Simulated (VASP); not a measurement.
# CdS (zincblende type) (F-43m) in VASP: notebook, part 2 of 2

VASP 6.6.1.

## (5) Relaxation of cell and atoms, PBEsol

This run uses another cell than the first one, of 24.72 Å³/atom, 1.088 times its volume.

The input, INCAR:

```
PREC     = Accurate       # precision mode
ENCUT    = 600            # plane-wave cutoff, eV
EDIFF    = 1E-7           # SCF threshold, eV
ISMEAR   = -1             # smearing method
SIGMA    = 0.08           # smearing width, eV
LREAL    = F              # projectors in reciprocal space
LASPH    = T              # aspherical terms in the spheres
NELM     = 80             # most SCF steps
ALGO     = Normal         # electronic algorithm
ISIF     = 3              # what is computed and relaxed
LWAVE    = F              # write WAVECAR
LCHARG   = F              # write CHGCAR
GGA      = PS             # functional
IBRION   = 2              # ionic algorithm
NSW      = 60             # ionic steps
EDIFFG   = -0.005         # ionic threshold
```

The input, KPOINTS:

```
regular mesh
0
Gamma
  11 11 11
```

The input, POSCAR:

```
CdS
1.0
    0.0000000000      2.9131338647      2.9131338647
    2.9131338647      0.0000000000      2.9131338647
    2.9131338647      2.9131338647      0.0000000000
Cd S
1 1
Direct
    0.0000000000      0.0000000000      0.0000000000
    0.2500000000      0.2500000000      0.2500000000
```

Potentials or basis: VASP PAW PBE potentials, release 64 (Cd, S).

Started as:

```console
$ cat potpaw_PBE.64/Cd/POTCAR potpaw_PBE.64/S/POTCAR > POTCAR
$ mpirun -np 1 vasp_std > vasp.out
```

OUTCAR:

```text
PREC = Accurate
   ENCUT = 600
   EDIFF = 1E-7
   ISMEAR = -1
   LREAL = F
   LASPH = T
   NELM = 80
   ISIF = 3
   GGA = PS
   IBRION = 2
   NSW = 60
   EDIFFG = -0.005

 ion  position               nearest neighbor table
   1  0.000  0.000  0.000-   2 2.52   2 2.52   2 2.52   2 2.52
   2  0.250  0.250  0.250-   1 2.52   1 2.52   1 2.52   1 2.52

  LATTYP: Found a face centered cubic cell.
 ALAT       =     5.8262677294

  Lattice vectors:

 A1 = (   0.0000000000,   2.9131338647,   2.9131338647)
 A2 = (   2.9131338647,   0.0000000000,   2.9131338647)
 A3 = (   2.9131338647,   2.9131338647,   0.0000000000)

Analysis of symmetry for initial positions (statically):
=====================================================================
 Subroutine PRICEL returns:
 Original cell was already a primitive cell.

 Routine SETGRP: Setting up the symmetry group for a
 face centered cubic supercell.

 Subroutine GETGRP returns: Found 24 space group operations
 (whereof 24 operations were pure point group operations)
 out of a pool of 48 trial point group operations.

The static configuration has the point symmetry T_d .

Analysis of symmetry for dynamics (positions and initial velocities):
=====================================================================
 Subroutine PRICEL returns:
 Original cell was already a primitive cell.

 Routine SETGRP: Setting up the symmetry group for a
 face centered cubic supercell.

 Subroutine GETGRP returns: Found 24 space group operations
 (whereof 24 operations were pure point group operations)
 out of a pool of 48 trial point group operations.

The dynamic configuration has the point symmetry T_d .

 Subroutine INISYM returns: Found 24 space group operations
 (whereof 24 operations are pure point group operations),
 and found     1 'primitive' translations

[... 126 lines left out ...]
 non-spin polarized calculation
  energy-cutoff  :      600.00
  volume of cell :       49.44
 maximum number of plane-waves:      1670
 NGX is ok and might be reduce to    36
   NGX = 17   NGY = 17   NGZ = 17

--------------------------------------- Ionic step        1  -------------------------------------------

 number of electron      18.0000000 magnetization

 Free energy of the ion-electron system (eV)
  ---------------------------------------------------
  ext. energy  EPLUGINS =         0.00000000
  ---------------------------------------------------
  free energy    TOTEN  =        -6.81376123 eV

  energy without entropy =       -6.81374707  energy(sigma->0) =       -6.81375415

------------------------ aborting loop because EDIFF is reached ----------------------------------------

  FORCE on cell =-STRESS in cart. coord.  units (eV):
  Direction    XX          YY          ZZ          XY          YZ          ZX
  --------------------------------------------------------------------------------------
  -------------------------------------------------------------------------------------
  Total        0.0930533      0.0930533      0.0930533      0.0000000      0.0000000      0.0000000
  in kB        3.0153028      3.0153028      3.0153028      0.0000000      0.0000000      0.0000000
  external PRESSURE =       3.0153028 kB  Pullay stress =       0.0000000 kB
[... 59 lines left out ...]
--------------------------------------- Ionic step        3  -------------------------------------------

 number of electron      17.9999999 magnetization

 Free energy of the ion-electron system (eV)
  ---------------------------------------------------
  ext. energy  EPLUGINS =         0.00000000
  ---------------------------------------------------
  free energy    TOTEN  =        -6.81398605 eV

  energy without entropy =       -6.81397100  energy(sigma->0) =       -6.81397853

 E-fermi :   1.8174     XC(G=0):  -9.3719

 val. band max:        1.1993093311   @ k =   0.0000   0.0000   0.0000
 cond. band min:       2.2052187621   @ k =   0.0000   0.0000   0.0000
 fundamental gap:      1.0059094310
 Fermi energy:         1.8173532282

 k-point     1 :       0.0000    0.0000    0.0000
  band No.  band energies     occupation
      1     -11.1766      2.00000
      2      -6.5246      2.00000
      3      -6.5246      2.00000
      4      -6.5246      2.00000
      5      -6.0382      2.00000
      6      -6.0382      2.00000
      7       1.1993      1.99912
      8       1.1993      1.99912
      9       1.1993      1.99912
     10       2.2052      0.01556
     11       7.6449      0.00000
     12       7.6449      0.00000
     13       7.6449      0.00000
[... 354 lines left out ...]
  band No.  band energies     occupation
      1     -10.8869      2.00000
      2      -6.4270      2.00000
      3      -6.4081      2.00000
      4      -6.2114      2.00000
      5      -6.0591      2.00000
      6      -5.9885      2.00000
      7      -1.5272      2.00000
      8      -0.1281      2.00000
      9       0.7952      1.99999
     10       4.6351      0.00000
     11       7.1628      0.00000
     12       7.8944      0.00000
     13       8.3620      0.00000

 [... further k-points ...]
[... 5 lines left out ...]
  --------------------------------------------------------------------------------------
  -------------------------------------------------------------------------------------
  Total        0.0027646      0.0027646      0.0027646     -0.0000000     -0.0000000      0.0000000
  in kB        0.0891544      0.0891544      0.0891544     -0.0000000     -0.0000000      0.0000000
  external PRESSURE =       0.0891544 kB  Pullay stress =       0.0000000 kB
[... 17 lines left out ...]
  FREE ENERGIE OF THE ION-ELECTRON SYSTEM (eV)
  ---------------------------------------------------
  free  energy   TOTEN  =        -6.8139860485 eV

  energy  without entropy=       -6.8139710021  energy(sigma->0) =       -6.81397853

 reached required accuracy - stopping structural energy minimisation
```

OSZICAR:

```text
N       E                     dE             d eps       ncg     rms          rms(c)
DAV:   1     0.117081700119E+03    0.11708E+03   -0.98670E+03  1480   0.141E+03
DAV:   2    -0.188871896061E+01   -0.11897E+03   -0.11328E+03  1621   0.310E+02
DAV:   3    -0.727207460520E+01   -0.53834E+01   -0.53662E+01  1771   0.672E+01
[... 25 lines left out ...]
DAV:   3    -0.681398830342E+01    0.54968E-04   -0.16280E-04  1561   0.155E-01    0.553E-02
DAV:   4    -0.681398556653E+01    0.27369E-05   -0.92660E-06  1496   0.363E-02    0.110E-02
DAV:   5    -0.681398586908E+01   -0.30255E-06   -0.18213E-06  1791   0.224E-02    0.343E-03
DAV:   6    -0.681398603537E+01   -0.16629E-06   -0.25899E-07  1273   0.694E-03    0.165E-03
DAV:   7    -0.681398604849E+01   -0.13119E-07   -0.21686E-08   748   0.135E-03
   3 F= -.68139860E+01 E0= -.68139785E+01  d E =-.224822E-03
```

It took 2 min on 1 thread of Intel Xeon 8259CL, shared host; peak memory 0.24 GiB.

What came out:

```yaml
Free_energy: -6.8140 eV
Relaxed_volume: 24.84 Å³/atom
Relaxed_cell: a = 4.126 Å, b = 4.126 Å, c = 4.126 Å, α = 60.00°, β = 60.00°, γ = 60.00°
Space_group_after_relaxing_to_0.05_Å: F-43m (No. 216)
Energy_gained_by_relaxing: 0.1 meV/atom
Ionic_steps: 3
Pressure_after_relaxing: 0.0 GPa
Band_gap_on_the_k_mesh: 1.01 eV, direct
```

The path:
```tsv
step	energy change (eV)	largest force (eV/Å)	pressure (GPa)	volume (Å³)
1	0.0000	0.0000	0.30	49.44
2	-0.0002	0.0000	-0.13	49.78
3	-0.0002	0.0000	0.01	49.68
```

Final structure:
```cif
data_structure
_symmetry_space_group_name_H-M 'P 1'
_symmetry_Int_Tables_number 1
_cell_length_a 4.1264
_cell_length_b 4.1264
_cell_length_c 4.1264
_cell_angle_alpha 60.000
_cell_angle_beta 60.000
_cell_angle_gamma 60.000
_cell_volume 49.68
loop_
_atom_site_label
_atom_site_type_symbol
_atom_site_fract_x
_atom_site_fract_y
_atom_site_fract_z
_atom_site_occupancy
Cd1 Cd 0.00000 0.00000 0.00000 1
S1 S 0.25000 0.25000 0.25000 1
```

Levels at points of the mesh, in eV from the valence-band top:
| k point | band 7 | band 8 | band 9 | band 10 | band 11 | band 12 |
| --- | --- | --- | --- | --- | --- | --- |
| (0.00, 0.00, 0.00) | 0.00 | 0.00 | 0.00 | 1.01 | 6.45 | 6.45 |

Caveat: the PAW data sets were made with another functional, which shifts forces and pressure a little. Expect the measured gap to be larger: semilocal functionals such as PBEsol lack the derivative discontinuity.

## (6) The runs side by side

```tsv
task	cell	cutoff (eV)	gap on the mesh (eV)	pressure (GPa)
single point	a = 4.006 Å, angles 60.0°, 2 atoms	520	1.19	6.8
single point	a = 4.118 Å, angles 60.0°, 2 atoms	520	1.02	0.4
relaxation of cell and atoms	relaxed from a = 4.120 Å, angles 60.0°, 2 atoms	600	1.01	0.0
```

Alike in all rows: level PBEsol; potentials or basis VASP PAW PBE potentials, release 64 (Cd, S); no spin polarisation; k mesh 11 × 11 × 11; smearing fermi-dirac 0.08 eV.

Caveats: the PAW data sets were made with another functional, which shifts forces and pressure a little.

Absolute energies hang on the potentials; compare differences alone.
